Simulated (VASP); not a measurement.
# Al3Cu2 (P-3m1) in VASP: further runs, part 2 of 2

VASP 6.6.1. The steps go on from the part before.

### Step 4. Single point, PBEsol (strain -0.040 along x and y, +0.080 along z)

File INCAR:

```
SYSTEM = Al3Cu2
PREC = Accurate
ENCUT = 520
EDIFF = 1E-7
ISMEAR = 0
SIGMA = 0.15
LREAL = .False.
LASPH = .True.
NELM = 100
ALGO = Fast
ISIF = 2
LWAVE = .False.
LCHARG = .False.
GGA = PS
NBANDS = 24
```

File KPOINTS:

```
regular mesh
0
Gamma
  12 12 10
  0 0 0
```

File POSCAR:

```
Al3Cu2
1.0
    3.9346421713      0.0000000000      0.0000000000
   -1.9673210856      3.4075000751      0.0000000000
    0.0000000000      0.0000000000      5.3806689363
Al Cu
3 2
Direct
    0.0000000000      0.0000000000      0.0000000000
    0.3333333333      0.6666666667      0.3515059889
    0.6666666667      0.3333333333      0.6484940111
    0.3333333333      0.6666666667      0.8422899951
    0.6666666667      0.3333333333      0.1577100049
```

Potentials or basis: VASP PAW PBE potentials, release 64 (Al, Cu).

Launch:

```
> cat potpaw_PBE.64/Al/POTCAR potpaw_PBE.64/Cu/POTCAR > POTCAR
> mpirun -np 1 vasp_std > vasp.out
```

OUTCAR:

```text
SYSTEM = Al3Cu2
   PREC = Accurate
   ENCUT = 520
   EDIFF = 1E-7
   ISMEAR = 0
   LREAL = .False.
   LASPH = .True.
   NELM = 100
   ISIF = 2
   GGA = PS

 ion  position               nearest neighbor table
   1  0.000  0.000  0.000-   4 2.42   5 2.42   4 2.42   5 2.42   5 2.42   4 2.42   2 2.96   3 2.96
                             2 2.96   3 2.96   2 2.96   3 2.96
   2  0.333  0.667  0.352-   5 2.50   5 2.50   5 2.50   4 2.64   4 2.74   3 2.78   3 2.78   3 2.78
                             1 2.96   1 2.96   1 2.96
   3  0.667  0.333  0.648-   4 2.50   4 2.50   4 2.50   5 2.64   5 2.74   2 2.78   2 2.78   2 2.78
[... 859 lines left out ...]
  -------------------------------------------------------------------------------------
  Total        3.7519167      3.7519167     -3.6697417      0.0000000      0.0000000      0.0000000
  in kB       83.3271229     83.3271229    -81.5020801      0.0000000      0.0000000      0.0000000
  external PRESSURE =      28.3840553 kB  Pullay stress =       0.0000000 kB

 VOLUME and BASIS-vectors are now :
 -----------------------------------------------------------------------------
  energy-cutoff  :      520.00
  volume of cell :       72.14
      direct lattice vectors                 reciprocal lattice vectors
     3.934642171  0.000000000  0.000000000     0.254152717  0.146735140  0.000000000
    -1.967321086  3.407500075  0.000000000     0.000000000  0.293470280  0.000000000
     0.000000000  0.000000000  5.380668936     0.000000000  0.000000000  0.185850498

 POSITION                                       TOTAL-FORCE (eV/Angst)
 -----------------------------------------------------------------------------------
      0.00000      0.00000      0.00000        -0.000000      0.000000     -0.000000
     -0.00000      2.27167      1.89134        -0.000000      0.000000     -0.007933
      1.96732      1.13583      3.48933         0.000000     -0.000000      0.007933
     -0.00000      2.27167      4.53208         0.000000      0.000000     -0.276824
      1.96732      1.13583      0.84859         0.000000      0.000000      0.276824
 -----------------------------------------------------------------------------------
    total drift:                               -0.000000      0.000000     -0.000000

  FREE ENERGIE OF THE ION-ELECTRON SYSTEM (eV)
  ---------------------------------------------------
  free  energy   TOTEN  =       -21.3912292645 eV

  energy  without entropy=      -21.3735488166  energy(sigma->0) =      -21.38238904
```

OSZICAR:

```text
N       E                     dE             d eps       ncg     rms          rms(c)
DAV:   1     0.173403997623E+03    0.17340E+03   -0.12263E+04  7784   0.148E+03
DAV:   2    -0.155533160421E+02   -0.18896E+03   -0.17631E+03  7824   0.287E+02
DAV:   3    -0.259316306078E+02   -0.10378E+02   -0.98167E+01 10336   0.899E+01
[... 20 lines left out ...]
RMM:  24    -0.213912332656E+02    0.28356E-04   -0.34567E-05 13169   0.679E-02    0.264E-02
RMM:  25    -0.213912298231E+02    0.34425E-05   -0.34109E-06 11077   0.191E-02    0.119E-02
RMM:  26    -0.213912291347E+02    0.68836E-06   -0.21540E-06 10311   0.119E-02    0.370E-03
RMM:  27    -0.213912292580E+02   -0.12325E-06   -0.74493E-07  8487   0.468E-03    0.536E-04
RMM:  28    -0.213912292645E+02   -0.65179E-08   -0.72749E-08  5104   0.339E-03
   1 F= -.21391229E+02 E0= -.21382389E+02  d E =-.176804E-01
```

Wall time 8.8 min (1 thread of Intel Xeon Platinum 8259CL at 2.50GHz (Skylake/Cascade Lake), shared host); peak memory 0.36 GiB.

Results:

| Property | Result |
| --- | --- |
| Free energy | -21.3912 eV |
| Pressure | 2.8 GPa |
| Largest force | 0.277 eV/Å |
| Band gap on the k mesh | zero (an odd number of electrons rules out a gap without spin polarisation) |

Forces in eV/Å, atoms in the order of the input:
```
Al   0.000  0.000  0.000
Al   0.000  0.000 -0.008
Al   0.000  0.000  0.008
Cu   0.000  0.000 -0.277
Cu   0.000  0.000  0.277
```

Stress tensor (GPa, compression positive):
```
 8.33  0.00  0.00
 0.00  8.33  0.00
 0.00  0.00 -8.15
```

Levels at points of the mesh, in eV from the Fermi level:
```
           k point  band 12  band 13  band 14  band 15  band 16  band 17  band 18  band 19
(0.00, 0.00, 0.00)    -3.75    -3.63     0.75     0.75     2.26     2.26     3.83     4.10
(0.50, 0.00, 0.00)    -3.90    -3.27    -2.80    -2.31    -1.07    -0.37     1.11     2.95
(0.00, 0.00, 0.50)    -3.94     0.62     1.39     1.87     1.87     2.07     2.07     3.20
(0.50, 0.00, 0.50)    -4.06    -4.00    -3.39    -1.28     0.21     1.34     1.84     3.85
```

Caveat: the cell differs from its parent crystal (strain -0.040 along x and y, +0.080 along z); the PAW data sets were made with another functional, which shifts forces and pressure a little.

### Step 5. Single point, PBEsol (strain +0.040 along x and y, -0.080 along z)

File INCAR:

```
SYSTEM = Al3Cu2
ALGO = Fast ; EDIFF = 1E-6
ENCUT = 520 ; GGA = PS
ISIF = 2 ; ISMEAR = 0
LASPH = .TRUE. ; LCHARG = .TRUE.
LELF = .TRUE. ; LREAL = .FALSE.
LVHAR = .TRUE. ; LWAVE = .FALSE.
NBANDS = 24 ; NELM = 100
PREC = Accurate ; SIGMA = 0.15
```

File KPOINTS:

```
k-points
0
G
  12 12 10
  0 0 0
```

POSCAR, as its differences from that of step 4:

```diff
@@ -2,5 +2,5 @@
 1.0
-    3.9346421713      0.0000000000      0.0000000000
-   -1.9673210856      3.4075000751      0.0000000000
-    0.0000000000      0.0000000000      5.3806689363
+    4.2625290189      0.0000000000      0.0000000000
+   -2.1312645094      3.6914584147      0.0000000000
+    0.0000000000      0.0000000000      4.5835327975
 Al Cu
```

Launch:

```
> cat potpaw_PBE.64/Al/POTCAR potpaw_PBE.64/Cu/POTCAR > POTCAR
> mpirun -np 1 vasp_std > vasp.out
```

Run time: 5.2 min. Hardware: 1 thread of Intel Xeon Platinum 8259CL at 2.50GHz (Skylake/Cascade Lake), shared host; peak memory 0.36 GiB.

Results (log left out):

```
Free energy            : -21.2221 eV
Pressure               : 4.6 GPa
Largest force          : 0.619 eV/Å
Band gap on the k mesh : zero (an odd number of electrons rules out a gap without spin polarisation)
```

Forces in eV/Å, atoms in the order of the input:
```
Al   0.000  0.000  0.000
Al   0.000  0.000 -0.133
Al   0.000  0.000  0.133
Cu   0.000  0.000  0.619
Cu   0.000  0.000 -0.619
```

Stress tensor (GPa, compression positive):
```
-4.61  0.00  0.00
 0.00 -4.61  0.00
 0.00  0.00 23.08
```

Levels at points of the mesh, in eV from the Fermi level:
```tsv
k point	band 12	band 13	band 14	band 15	band 16	band 17	band 18	band 19	band 20	band 21
(0.00, 0.00, 0.00)	-3.33	-3.13	-0.87	-0.87	0.67	0.67	1.52	1.86	5.03	5.77
(0.50, 0.00, 0.00)	-4.11	-3.56	-2.34	-2.07	-0.40	-0.04	0.97	3.59	4.21	5.05
(0.00, 0.00, 0.50)	-4.27	0.84	0.84	0.89	0.89	1.59	1.98	1.98	2.43	2.91
(0.50, 0.00, 0.50)	-4.20	-4.05	-3.49	-1.93	-0.24	0.28	0.35	6.73	7.24	7.49
```

Caveat: the cell differs from its parent crystal (strain +0.040 along x and y, -0.080 along z); the cell stands under pressure; the PAW data sets were made with another functional, which shifts forces and pressure a little.

### Step 6. Summary

```tsv
cell	further INCAR settings	gap on the mesh (eV)	pressure (GPa)	largest force (eV/Å)
a = 3.935, b = 3.935, c = 4.982 Å, angles 90.0, 90.0, 120.0°, 5 atoms	ALGO = Fast; EDIFF = 1e-07; NBANDS = 24	none	11.6	0.12
a = 4.099, b = 4.099, c = 4.783 Å, angles 90.0, 90.0, 120.0°, 5 atoms	ALGO = Fast; EDIFF = 1e-07; NBANDS = 24	none	5.9	0.19
a = 3.935, b = 3.935, c = 5.381 Å, angles 90.0, 90.0, 120.0°, 5 atoms	ALGO = Fast; EDIFF = 1e-07; NBANDS = 24	none	2.8	0.28
a = 4.263, b = 4.263, c = 4.584 Å, angles 90.0, 90.0, 120.0°, 5 atoms	ALGO = Fast; EDIFF = 1e-06; NBANDS = 24	none	4.6	0.62
```

Alike in all rows: task single point; level PBEsol; potentials or basis VASP PAW PBE potentials, release 64 (Al, Cu); no spin polarisation; k mesh 12 × 12 × 10; cutoff (eV) 520; smearing gaussian 0.15 eV.

Caveats: the PAW data sets were made with another functional, which shifts forces and pressure a little; the cell stands under pressure (at least some runs).

Absolute energies hang on the potentials; compare differences alone.
